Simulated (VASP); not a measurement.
# SnPt3 (Pm-3m) in VASP: notebook

The runs below take SnPt3 through single point, with LDA.

All numbers are computed with VASP 6.6.1; they aren't measurements. Logs are shortened: lines on timing, memory, paths and dates and some standing lists are left out, and cuts for length are marked.

### 1 The cell of the first run

It takes space group Pm-3m (No. 221, cubic). The conventional cell has a = 3.946 Å, b = 3.946 Å, c = 3.946 Å, α = 90.00°, β = 90.00°, γ = 90.00°. Within 3.7 Å of Sn (site symmetry m-3m) lie 12 Pt at 2.79 Å. Pt (site symmetry 4/mmm) has 4 Sn at 2.79 Å and 8 Pt at 2.79 Å within 3.7 Å.

### 2 Single point, LDA (volume scaled by 0.96)

Input file INCAR:

```
ALGO = Normal
EDIFF = 1E-6
ENCUT = 500
GGA_COMPAT = F
ISIF = 2
ISMEAR = -1
LASPH = T
LCHARG = T
LELF = T
LREAL = F
LVHAR = T
LWAVE = F
NBANDS = 30
NELM = 120
PREC = Accurate
SIGMA = 0.05
```

Input file KPOINTS:

```
k-points
0
Gamma
  8 8 8
```

Input file POSCAR:

```
SnPt3
1.0
    3.9459393189      0.0000000000      0.0000000000
    0.0000000000      3.9459393189      0.0000000000
    0.0000000000      0.0000000000      3.9459393189
Sn Pt
1 3
Direct
    0.0000000000      0.0000000000      0.0000000000
    0.0000000000      0.5000000000      0.5000000000
    0.5000000000      0.0000000000      0.5000000000
    0.5000000000      0.5000000000      0.0000000000
```

Potentials or basis: VASP PAW LDA potentials, release 64 (Sn_d, Pt).

On the command line:

```sh
$ cat potpaw_LDA.64/Sn_d/POTCAR potpaw_LDA.64/Pt/POTCAR > POTCAR
$ mpirun -np 1 vasp_std > vasp.out
```

OUTCAR:

```text
EDIFF = 1E-6
   ENCUT = 500
   ISIF = 2
   ISMEAR = -1
   LASPH = T
   LREAL = F
   NELM = 120
   PREC = Accurate

 ion  position               nearest neighbor table
   1  0.000  0.000  0.000-   2 2.79   3 2.79   4 2.79   2 2.79   3 2.79   2 2.79   4 2.79   2 2.79
                             3 2.79   4 2.79   3 2.79   4 2.79
   2  0.000  0.500  0.500-   1 2.79   3 2.79   4 2.79   1 2.79   4 2.79   1 2.79   3 2.79   1 2.79
                             3 2.79   4 2.79   4 2.79   3 2.79
   3  0.500  0.000  0.500-   1 2.79   2 2.79   4 2.79   1 2.79   4 2.79   2 2.79   4 2.79   4 2.79
                             1 2.79   2 2.79   1 2.79   2 2.79
   4  0.500  0.500  0.000-   1 2.79   2 2.79   3 2.79   2 2.79   3 2.79   1 2.79   3 2.79   3 2.79
                             1 2.79   2 2.79   2 2.79   1 2.79

  LATTYP: Found a simple cubic cell.
 ALAT       =     3.9459393189

  Lattice vectors:

 A1 = (   3.9459393189,   0.0000000000,   0.0000000000)
 A2 = (   0.0000000000,   3.9459393189,   0.0000000000)
 A3 = (   0.0000000000,   0.0000000000,   3.9459393189)

Analysis of symmetry for initial positions (statically):
=====================================================================
 Subroutine PRICEL returns:
 Original cell was already a primitive cell.

 Routine SETGRP: Setting up the symmetry group for a
 simple cubic supercell.

 Subroutine GETGRP returns: Found 48 space group operations
 (whereof 48 operations were pure point group operations)
 out of a pool of 48 trial point group operations.

The static configuration has the point symmetry O_h .

Analysis of symmetry for dynamics (positions and initial velocities):
=====================================================================
 Subroutine PRICEL returns:
 Original cell was already a primitive cell.

 Routine SETGRP: Setting up the symmetry group for a
 simple cubic supercell.

 Subroutine GETGRP returns: Found 48 space group operations
 (whereof 48 operations were pure point group operations)
 out of a pool of 48 trial point group operations.

The dynamic configuration has the point symmetry O_h .

 Subroutine INISYM returns: Found 48 space group operations
 (whereof 48 operations are pure point group operations),
 and found     1 'primitive' translations

----------------------------------------------------------------------------------------

                                     Primitive cell

  volume of cell :      61.4400

  direct lattice vectors                    reciprocal lattice vectors
     3.945939319  0.000000000  0.000000000     0.253425083  0.000000000  0.000000000
     0.000000000  3.945939319  0.000000000     0.000000000  0.253425083  0.000000000
     0.000000000  0.000000000  3.945939319     0.000000000  0.000000000  0.253425083

  length of vectors
     3.945939319  3.945939319  3.945939319     0.253425083  0.253425083  0.253425083

  position of ions in fractional coordinates (direct lattice)
     0.000000000  0.000000000  0.000000000
     0.000000000  0.500000000  0.500000000
     0.500000000  0.000000000  0.500000000
     0.500000000  0.500000000  0.000000000

  ion indices of the primitive-cell ions
   primitive index   ion index
                 1           1
                 2           2
                 3           3
                 4           4

----------------------------------------------------------------------------------------

 KPOINTS: k-points

Automatic generation of k-mesh.
 Grid dimensions read from file:
 generate k-points for:    8    8    8

 Generating k-lattice:

  Cartesian coordinates                     Fractional coordinates (reciprocal lattice)
     0.031678135  0.000000000  0.000000000     0.125000000  0.000000000  0.000000000
     0.000000000  0.031678135  0.000000000     0.000000000  0.125000000  0.000000000
     0.000000000  0.000000000  0.031678135     0.000000000  0.000000000  0.125000000

  Length of vectors
     0.031678135  0.031678135  0.031678135

  Shift w.r.t. Gamma in fractional coordinates (k-lattice)
     0.000000000  0.000000000  0.000000000

 Subroutine IBZKPT returns following result:
 ===========================================

 Found     35 irreducible k-points:

 Following reciprocal coordinates:
            Coordinates               Weight
  0.000000  0.000000  0.000000      1.000000
  0.125000  0.000000  0.000000      6.000000
  0.250000  0.000000  0.000000      6.000000
  0.375000  0.000000  0.000000      6.000000
  0.500000  0.000000  0.000000      3.000000
  0.125000  0.125000  0.000000     12.000000
[... 16 lines left out ...]
  0.375000  0.375000  0.125000     24.000000
  0.500000  0.375000  0.125000     24.000000
 [... further k-points ...]
   k-points           NKPTS =     35   k-points in BZ     NKDIM =     35   number of bands    NBANDS=     30
   number of dos      NEDOS =    301   number of ions     NIONS =      4
   total plane-waves  NPLWV =  27000
   dimension x,y,z NGX =    30 NGY =   30 NGZ =   30
   dimension x,y,z NGXF=    60 NGYF=   60 NGZF=   60
   ions per type =               1   3
   NGX,Y,Z   is equivalent  to a cutoff of  12.64, 12.64, 12.64 a.u.
   NGXF,Y,Z  is equivalent  to a cutoff of  25.28, 25.28, 25.28 a.u.
 SYSTEM =  unknown system
   PREC   = accura    normal or accurate (medium, high low for compatibility)
   ISTART =      0    job   : 0-new  1-cont  2-samecut
   ICHARG =      2    charge: 1-file 2-atom 10-const
   ISPIN  =      1    spin polarized calculation?
   LNONCOLLINEAR =      F non collinear calculations
   LSORBIT =      F    spin-orbit coupling
   LASPH  =      T    aspherical Exc in radial PAW
   ENCUT  =  500.0 eV  36.75 Ry    6.06 a.u.   7.19  7.19  7.19*2*pi/ulx,y,z
   NELM   =    120;   NELMIN=  2; NELMDL= -5     # of ELM steps
   EDIFF  = 0.1E-05   stopping-criterion for ELM
   LREAL  =      F    real-space projection
   EDIFFG = 0.1E-04   stopping-criterion for IOM
   NSW    =      0    number of steps for IOM
   IBRION =     -1    ionic relax: 0-MD 1-quasi-New 2-CG
   NFREE  =      0    steps in history (QN), initial steepest desc. (CG)
   ISIF   =      2    stress and relaxation
   ISYM   =      2    0-nonsym 1-usesym 2-fastsym
   POTIM  = 0.5000    time-step for ionic-motion
   TEBEG  =    0.0;   TEEND  =   0.0 temperature during run
   PSTRESS=    0.0 pullay stress
   NELECT =      44.0000    total number of electrons
   NUPDOWN=      -1.0000    fix difference up-down
   EMIN   =  10.00;   EMAX   =-10.00  energy-range for DOS
   EFERMI =   0.00;   METHOD = LEGACY
   ISMEAR =    -1;   SIGMA  =   0.05  broadening in eV -4-tet -1-fermi 0-gaus
   EFERMI_NEDOS =   21; number of points for ismear=-14 and -15
   IALGO  =     38    algorithm
   IMIX   =      4    mixing-type and parameters
     AMIX     =   0.40;   BMIX     =  1.00
     AMIX_MAG =   1.60;   BMIX_MAG =  1.00
  volume/ion in A,a.u.               =      15.36       103.65
  Fermi-wavevector in a.u.,A,eV,Ry     =   1.464677  2.767839 29.188306  2.145280
  Thomas-Fermi vector in A             =   2.580625
   LORBIT       =      0    0 simple, 1 ext, 2 COOP (PROOUT), +10 PAW based schemes
   GGA     = CA    functional components
   LHFCALC =     F    Hartree Fock is set to
   AEXX    =    0.0000 exact exchange contribution
   IVDW    =     0    specifies the selected vdW correction
   LEPSILON=     F    determine dielectric tensor
   LRPA    =     F    only Hartree local field effects (RPA)
 non-spin polarized calculation
  energy-cutoff  :      500.00
  volume of cell :       61.44
 maximum number of plane-waves:      1596
 NGX is ok and might be reduce to    30
   NGX = 15   NGY = 15   NGZ = 15

 number of electron      44.0000003 magnetization

 Free energy of the ion-electron system (eV)
  ---------------------------------------------------
  ext. energy  EPLUGINS =         0.00000000
  ---------------------------------------------------
  free energy    TOTEN  =       -28.54575805 eV

  energy without entropy =      -28.53585067  energy(sigma->0) =      -28.54080436

 E-fermi :  12.6015     XC(G=0): -13.5637

 val. band max:       12.5600041148   @ k =   0.5000   0.3750   0.3750
 cond. band min:      12.6554203345   @ k =   0.3750   0.3750   0.3750
 fundamental gap:      0.0954162197
 Fermi energy:        12.6015318110

 k-point     1 :       0.0000    0.0000    0.0000
  band No.  band energies     occupation
      1      -9.4009      2.00000
      2      -9.4009      2.00000
      3      -9.3830      2.00000
      4      -9.3830      2.00000
      5      -9.3830      2.00000
      6       0.0847      2.00000
[... 22 lines left out ...]
     29      20.4168      0.00000
     30      20.4168      0.00000

 k-point     2 :       0.1250    0.0000    0.0000
  band No.  band energies     occupation
      1      -9.3979      2.00000
      2      -9.3930      2.00000
      3      -9.3825      2.00000
      4      -9.3801      2.00000
      5      -9.3801      2.00000
      6       0.2681      2.00000
[... 22 lines left out ...]
     29      20.5485      0.00000
     30      21.4669      0.00000

 k-point     3 :       0.2500    0.0000    0.0000
  band No.  band energies     occupation
      1      -9.3906      2.00000
      2      -9.3811      2.00000
      3      -9.3739      2.00000
      4      -9.3730      2.00000
      5      -9.3730      2.00000
      6       0.8028      2.00000
[... 22 lines left out ...]
     29      20.1909      0.00000
     30      21.0760      0.00000

 k-point     4 :       0.3750    0.0000    0.0000
  band No.  band energies     occupation
      1      -9.3834      2.00000
      2      -9.3798      2.00000
      3      -9.3659      2.00000
      4      -9.3659      2.00000
      5      -9.3548      2.00000
      6       1.6163      2.00000
[... 22 lines left out ...]
     29      20.4206      0.00000
     30      21.0648      0.00000

 k-point     5 :       0.5000    0.0000    0.0000
  band No.  band energies     occupation
      1      -9.3804      2.00000
      2      -9.3793      2.00000
      3      -9.3630      2.00000
      4      -9.3630      2.00000
      5      -9.3469      2.00000
      6       2.2559      2.00000
[... 22 lines left out ...]
     29      20.2086      0.00000
     30      21.4118      0.00000
[... 526 lines left out ...]
     29      22.0011      0.00000
     30      22.9020      0.00000

 k-point    22 :       0.5000    0.2500    0.1250
  band No.  band energies     occupation
      1      -9.3809      2.00000
      2      -9.3738      2.00000
      3      -9.3685      2.00000
      4      -9.3629      2.00000
      5      -9.3327      2.00000
      6       2.7025      2.00000
[... 22 lines left out ...]
     29      22.4595      0.00000
     30      22.6198      0.00000

 k-point    23 :       0.3750    0.3750    0.1250
  band No.  band energies     occupation
      1      -9.3899      2.00000
      2      -9.3709      2.00000
      3      -9.3702      2.00000
      4      -9.3582      2.00000
      5      -9.3274      2.00000
      6       2.7409      2.00000
[... 22 lines left out ...]
     29      22.1091      0.00000
     30      22.8549      0.00000

 k-point    24 :       0.5000    0.3750    0.1250
  band No.  band energies     occupation
      1      -9.3934      2.00000
      2      -9.3705      2.00000
      3      -9.3687      2.00000
      4      -9.3575      2.00000
      5      -9.3218      2.00000
      6       3.0016      2.00000
[... 22 lines left out ...]
     29      21.4343      0.00000
     30      22.9352      0.00000

 [... further k-points ...]

------------------------ aborting loop because EDIFF is reached ----------------------------------------

  FORCE on cell =-STRESS in cart. coord.  units (eV):
  Direction    XX          YY          ZZ          XY          YZ          ZX
  --------------------------------------------------------------------------------------
  -------------------------------------------------------------------------------------
  Total        2.9435340      2.9435340      2.9435340     -0.0000000     -0.0000000      0.0000000
  in kB       76.7588453     76.7588453     76.7588453     -0.0000000     -0.0000000      0.0000000
  external PRESSURE =      76.7588453 kB  Pullay stress =       0.0000000 kB

 VOLUME and BASIS-vectors are now :
 -----------------------------------------------------------------------------
  energy-cutoff  :      500.00
  volume of cell :       61.44
      direct lattice vectors                 reciprocal lattice vectors
     3.945939319  0.000000000  0.000000000     0.253425083  0.000000000  0.000000000
     0.000000000  3.945939319  0.000000000     0.000000000  0.253425083  0.000000000
     0.000000000  0.000000000  3.945939319     0.000000000  0.000000000  0.253425083

 POSITION                                       TOTAL-FORCE (eV/Angst)
 -----------------------------------------------------------------------------------
      0.00000      0.00000      0.00000         0.000000      0.000000      0.000000
      0.00000      1.97297      1.97297         0.000000      0.000000      0.000000
      1.97297      0.00000      1.97297         0.000000      0.000000      0.000000
      1.97297      1.97297      0.00000         0.000000      0.000000      0.000000
 -----------------------------------------------------------------------------------
    total drift:                                0.000000      0.000000     -0.000000

  FREE ENERGIE OF THE ION-ELECTRON SYSTEM (eV)
  ---------------------------------------------------
  free  energy   TOTEN  =       -28.5457580503 eV

  energy  without entropy=      -28.5358506666  energy(sigma->0) =      -28.54080436
```

Run time: 69 s. Hardware: 1 thread of Intel Xeon 8259CL, shared host; peak memory 0.18 GiB.

Results:

```yaml
Free_energy: -28.5458 eV
Pressure: 7.7 GPa
Band_gap_on_the_k_mesh: zero (band 22 reaches 12.78 eV, above the bottom of band 23 at 12.28 eV)
```

Caveat: spin-orbit coupling is left out, which moves the levels of the heavy elements.

### 3 Single point, LDA (volume scaled by 0.99)

Input file INCAR:

```
SYSTEM = SnPt3
PREC = Accurate ; ENCUT = 500
EDIFF = 1E-6 ; ISMEAR = -1
SIGMA = 0.05 ; LREAL = .False.
LASPH = .True. ; NELM = 120
ALGO = Normal ; ISIF = 2
LWAVE = .False. ; LCHARG = .False.
GGA = CA ; NBANDS = 30
GGA_COMPAT = .False.
```

Input file KPOINTS:

```
regular mesh
0
Gamma
  8 8 8
  0 0 0
```

Input file POSCAR:

```
SnPt3
1.0
    3.9866219736      0.0000000000      0.0000000000
    0.0000000000      3.9866219736      0.0000000000
    0.0000000000      0.0000000000      3.9866219736
Sn Pt
1 3
Direct
    0.0000000000      0.0000000000      0.0000000000
    0.0000000000      0.5000000000      0.5000000000
    0.5000000000      0.0000000000      0.5000000000
    0.5000000000      0.5000000000      0.0000000000
```

Potentials or basis: VASP PAW LDA potentials, release 64 (Sn_d, Pt).

On the command line:

```sh
$ cat potpaw_LDA.64/Sn_d/POTCAR potpaw_LDA.64/Pt/POTCAR > POTCAR
$ mpirun -np 1 vasp_std > vasp.out
```

Wall time 76 s (1 thread of Intel Xeon 8259CL, shared host); peak memory 0.19 GiB.

Results (log left out):

```
Free energy            : -28.5884 eV
Pressure               : -0.4 GPa
Band gap on the k mesh : zero (band 22 reaches 12.15 eV, above the bottom of band 23 at 11.68 eV)
```

Levels at points of the mesh, in eV from the Fermi level:
| k point | band 19 | band 20 | band 21 | band 22 | band 23 | band 24 | band 25 | band 26 |
| --- | --- | --- | --- | --- | --- | --- | --- | --- |
| (0.00, 0.00, 0.00) | -1.25 | -1.25 | -0.40 | 0.15 | 0.15 | 0.15 | 2.97 | 6.36 |
| (0.50, 0.00, 0.00) | -2.54 | -2.40 | -1.14 | 0.15 | 1.84 | 3.94 | 3.94 | 5.40 |
| (0.50, 0.50, 0.00) | -2.64 | -2.13 | -1.96 | -1.58 | 0.94 | 0.94 | 5.15 | 6.77 |
| (0.50, 0.50, 0.50) | -2.13 | -2.13 | -0.78 | -0.32 | -0.32 | -0.32 | 0.93 | 3.71 |

Caveat: spin-orbit coupling is left out, which moves the levels of the heavy elements.
